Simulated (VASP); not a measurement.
# GaP (kk07) (F-43m) in VASP: further runs, part 2 of 2

VASP 6.6.1. The steps go on from the part before.

## Step 3: Single point, LDA

This run uses another cell than the first one, of 19.59 Å³/atom, 0.967 times its volume.

INCAR reads:

```
SYSTEM = GaP
ALGO = Normal
EDIFF = 1E-7
ENCUT = 520
GGA = CA
ISIF = 2
ISMEAR = 0
LASPH = .TRUE.
LCHARG = .TRUE.
LELF = .TRUE.
LREAL = .FALSE.
LVHAR = .TRUE.
LWAVE = .FALSE.
NBANDS = 16
NELM = 60
PREC = Accurate
SIGMA = 0.02
```

KPOINTS reads:

```
k-points
0
G
  12 12 12
  0 0 0
```

POSCAR reads:

```
GaP
1.0
    0.0000000000      2.6957448104      2.6957448104
    2.6957448104      0.0000000000      2.6957448104
    2.6957448104      2.6957448104      0.0000000000
Ga P
1 1
Direct
    0.0000000000      0.0000000000      0.0000000000
    0.7500000000      0.7500000000      0.7500000000
```

Potentials or basis: VASP PAW LDA potentials, release 64 (Ga_d, P).

Run with:

```sh
> cat potpaw_LDA.64/Ga_d/POTCAR potpaw_LDA.64/P/POTCAR > POTCAR
> mpirun -np 1 vasp_std > vasp.out
```

OUTCAR:

```text
SYSTEM = GaP
   EDIFF = 1E-7
   ENCUT = 520
   GGA = CA
   ISIF = 2
   ISMEAR = 0
   LASPH = .TRUE.
   LREAL = .FALSE.
   NELM = 60
   PREC = Accurate

 ion  position               nearest neighbor table
   1  0.000  0.000  0.000-   2 2.33   2 2.33   2 2.33   2 2.33
   2  0.750  0.750  0.750-   1 2.33   1 2.33   1 2.33   1 2.33

  LATTYP: Found a face centered cubic cell.
 ALAT       =     5.3914896208

  Lattice vectors:

 A1 = (   0.0000000000,   2.6957448104,   2.6957448104)
 A2 = (   2.6957448104,   0.0000000000,   2.6957448104)
 A3 = (   2.6957448104,   2.6957448104,   0.0000000000)

Analysis of symmetry for initial positions (statically):
=====================================================================
 Subroutine PRICEL returns:
 Original cell was already a primitive cell.

 Routine SETGRP: Setting up the symmetry group for a
 face centered cubic supercell.

 Subroutine GETGRP returns: Found 24 space group operations
 (whereof 24 operations were pure point group operations)
 out of a pool of 48 trial point group operations.

The static configuration has the point symmetry T_d .

Analysis of symmetry for dynamics (positions and initial velocities):
=====================================================================
 Subroutine PRICEL returns:
 Original cell was already a primitive cell.

 Routine SETGRP: Setting up the symmetry group for a
 face centered cubic supercell.

 Subroutine GETGRP returns: Found 24 space group operations
 (whereof 24 operations were pure point group operations)
 out of a pool of 48 trial point group operations.

The dynamic configuration has the point symmetry T_d .

 Subroutine INISYM returns: Found 24 space group operations
 (whereof 24 operations are pure point group operations),
 and found     1 'primitive' translations
[... 103 lines left out ...]
   POTIM  = 0.5000    time-step for ionic-motion
   TEBEG  =    0.0;   TEEND  =   0.0 temperature during run
   PSTRESS=    0.0 pullay stress
   NELECT =      18.0000    total number of electrons
   NUPDOWN=      -1.0000    fix difference up-down
   EMIN   =  10.00;   EMAX   =-10.00  energy-range for DOS
   EFERMI =   0.00;   METHOD = LEGACY
   ISMEAR =     0;   SIGMA  =   0.02  broadening in eV -4-tet -1-fermi 0-gaus
   EFERMI_NEDOS =   21; number of points for ismear=-14 and -15
   IALGO  =     38    algorithm
   IMIX   =      4    mixing-type and parameters
     AMIX     =   0.40;   BMIX     =  1.00
     AMIX_MAG =   1.60;   BMIX_MAG =  1.00
  volume/ion in A,a.u.               =      19.59       132.20
  Fermi-wavevector in a.u.,A,eV,Ry     =   1.263214  2.387128 21.710943  1.595709
  Thomas-Fermi vector in A             =   2.396582
   LORBIT       =      0    0 simple, 1 ext, 2 COOP (PROOUT), +10 PAW based schemes
   GGA     = CA    functional components
   LHFCALC =     F    Hartree Fock is set to
   AEXX    =    0.0000 exact exchange contribution
   IVDW    =     0    specifies the selected vdW correction
   LEPSILON=     F    determine dielectric tensor
   LRPA    =     F    only Hartree local field effects (RPA)
 non-spin polarized calculation
 Gauss-broadening in eV      SIGMA  =   0.02
  energy-cutoff  :      520.00
  volume of cell :       39.18
 maximum number of plane-waves:      1067
   NGX = 15   NGY = 15   NGZ = 15

 number of electron      17.9999998 magnetization

 Free energy of the ion-electron system (eV)
  ---------------------------------------------------
  ext. energy  EPLUGINS =         0.00000000
  ---------------------------------------------------
  free energy    TOTEN  =       -10.45350522 eV

  energy without entropy =      -10.45350522  energy(sigma->0) =      -10.45350522

 E-fermi :   4.9587     XC(G=0): -10.3107

 val. band max:        4.8459139842   @ k =   0.0000   0.0000   0.0000
 cond. band min:       6.2334465980   @ k =   0.4167   0.4167   0.0000
 fundamental gap:      1.3875326138
 Fermi energy:         4.9587428675

 k-point     1 :       0.0000    0.0000    0.0000
  band No.  band energies     occupation
      1      -9.9180      2.00000
      2      -9.9180      2.00000
      3      -9.9180      2.00000
      4      -9.8096      2.00000
      5      -9.8096      2.00000
      6      -7.9134      2.00000
[... 433 lines left out ...]
      3      -9.8798      2.00000
      4      -9.8095      2.00000
      5      -9.8032      2.00000
      6      -5.4911      2.00000
[... 8 lines left out ...]
     15      15.2337      0.00000
     16      16.8253      0.00000

 [... further k-points ...]
[... 5 lines left out ...]
  --------------------------------------------------------------------------------------
  -------------------------------------------------------------------------------------
  Total        0.0278219      0.0278219      0.0278219      0.0000000      0.0000000      0.0000000
  in kB        1.1377105      1.1377105      1.1377105      0.0000000      0.0000000      0.0000000
  external PRESSURE =       1.1377105 kB  Pullay stress =       0.0000000 kB

 VOLUME and BASIS-vectors are now :
 -----------------------------------------------------------------------------
  energy-cutoff  :      520.00
  volume of cell :       39.18
      direct lattice vectors                 reciprocal lattice vectors
     0.000000000  2.695744810  2.695744810    -0.185477497  0.185477497  0.185477497
     2.695744810  0.000000000  2.695744810     0.185477497 -0.185477497  0.185477497
     2.695744810  2.695744810  0.000000000     0.185477497  0.185477497 -0.185477497

 POSITION                                       TOTAL-FORCE (eV/Angst)
 -----------------------------------------------------------------------------------
      0.00000      0.00000      0.00000        -0.000000      0.000000     -0.000000
      4.04362      4.04362      4.04362         0.000000     -0.000000      0.000000
 -----------------------------------------------------------------------------------
    total drift:                               -0.000000     -0.000000     -0.000000

  FREE ENERGIE OF THE ION-ELECTRON SYSTEM (eV)
  ---------------------------------------------------
  free  energy   TOTEN  =       -10.4535052157 eV

  energy  without entropy=      -10.4535052157  energy(sigma->0) =      -10.45350522
```

It took 18 s on 1 thread of Intel Xeon 6975P-C (Granite Rapids), shared host; peak memory 0.16 GiB.

What came out:

```
Free energy            : -10.4535 eV
Pressure               : 0.1 GPa
Band gap on the k mesh : 1.39 eV, indirect (least direct gap 1.91 eV)
```

## Step 4: Relaxation of cell and atoms, LDA

INCAR reads:

```
ALGO = Normal
EDIFF = 1E-6
EDIFFG = -0.002
ENCUT = 600
GGA = CA
IBRION = 2
ISIF = 3
ISMEAR = 0
LASPH = True
LCHARG = False
LREAL = False
LWAVE = False
NELM = 80
NSW = 100
PREC = Accurate
SIGMA = 0.02
```

KPOINTS reads:

```
k-points
0
Gamma
  12 12 12
```

POSCAR reads:

```
GaP
1.0
    0.0000000000      2.7258124900      2.7258124900
    2.7258124900      0.0000000000      2.7258124900
    2.7258124900      2.7258124900      0.0000000000
Ga P
1 1
Direct
    0.0000000000      0.0000000000      0.0000000000
    0.7500000000      0.7500000000      0.7500000000
```

Run with:

```sh
> cat potpaw_LDA.64/Ga_d/POTCAR potpaw_LDA.64/P/POTCAR > POTCAR
> mpirun -np 1 vasp_std > vasp.out
```

It took 58 s on 1 thread of Intel Xeon 6975P-C (Granite Rapids), shared host; peak memory 0.18 GiB.

The run converged. Its results:

```
Free energy                            : -10.4538 eV
Relaxed volume                         : 19.61 Å³/atom
Relaxed cell                           : a = 3.814 Å, b = 3.814 Å, c = 3.814 Å, α = 60.00°, β = 60.00°, γ = 60.00°
Space group after relaxing (to 0.05 Å) : F-43m (No. 216)
Energy gained by relaxing              : 5.6 meV/atom
Ionic steps                            : 11
Pressure after relaxing                : 0.0 GPa
Band gap on the k mesh                 : 1.39 eV, indirect (least direct gap 1.90 eV)
```

Step by step:
```csv
step,energy change (eV),largest force (eV/Å),pressure (GPa),volume (Å³)
1,0.0000,0.0000,-2.72,40.51
2,-0.0076,0.0000,1.69,38.52
3,-0.0112,0.0000,-0.08,39.22
4,-0.0112,0.0000,0.11,39.19
5,-0.0112,0.0000,-0.10,39.26
6,-0.0112,0.0000,0.04,39.22
7,-0.0112,0.0000,-0.06,39.23
8,-0.0112,0.0000,0.07,39.22
9,-0.0112,0.0000,-0.06,39.23
10,-0.0112,0.0000,-0.03,39.22
11,-0.0112,0.0000,-0.01,39.22
```

Final structure:
```cif
data_structure
_symmetry_space_group_name_H-M 'P 1'
_symmetry_Int_Tables_number 1
_cell_length_a 3.8138
_cell_length_b 3.8138
_cell_length_c 3.8138
_cell_angle_alpha 60.000
_cell_angle_beta 60.000
_cell_angle_gamma 60.000
_cell_volume 39.22
loop_
_atom_site_label
_atom_site_type_symbol
_atom_site_fract_x
_atom_site_fract_y
_atom_site_fract_z
_atom_site_occupancy
Ga1 Ga 0.00000 0.00000 0.00000 1
P1 P 0.75000 0.75000 0.75000 1
```

Levels at points of the mesh, in eV from the valence-band top:
```
           k point  band 5  band 6  band 7  band 8  band 9  band 10  band 11  band 12  band 13
(0.00, 0.00, 0.00)  -14.65  -12.75    0.00    0.00    0.00     1.90     3.78     3.78     3.78
(0.50, 0.00, 0.00)  -14.65  -10.56   -6.89   -1.18   -1.18     1.61     4.62     4.62     8.11
(0.50, 0.50, 0.00)  -14.63   -9.60   -6.99   -2.82   -2.82     1.43     1.65    10.69    10.69
```

A k mesh can miss the band edges. As with any semilocal functional, this LDA gap is likely too small.

## Step 5: Summary

| task | cell | k mesh | cutoff (eV) | smearing | gap on the mesh (eV) | pressure (GPa) |
| --- | --- | --- | --- | --- | --- | --- |
| single point | a = 3.855 Å, angles 60.0°, 2 atoms | 6 × 6 × 6 | 520 | gaussian 0.1 eV | 1.49 | -2.7 |
| single point | a = 3.812 Å, angles 60.0°, 2 atoms | 12 × 12 × 12 | 520 | gaussian 0.02 eV | 1.39 | 0.1 |
| relaxation of cell and atoms | relaxed from a = 3.855 Å, angles 60.0°, 2 atoms | 12 × 12 × 12 | 600 | gaussian 0.02 eV | 1.39 | 0.0 |

Alike in all rows: level LDA; potentials or basis VASP PAW LDA potentials, release 64 (Ga_d, P); no spin polarisation.

Total energies depend on the potentials used, so only differences within one code and one set of settings carry meaning.
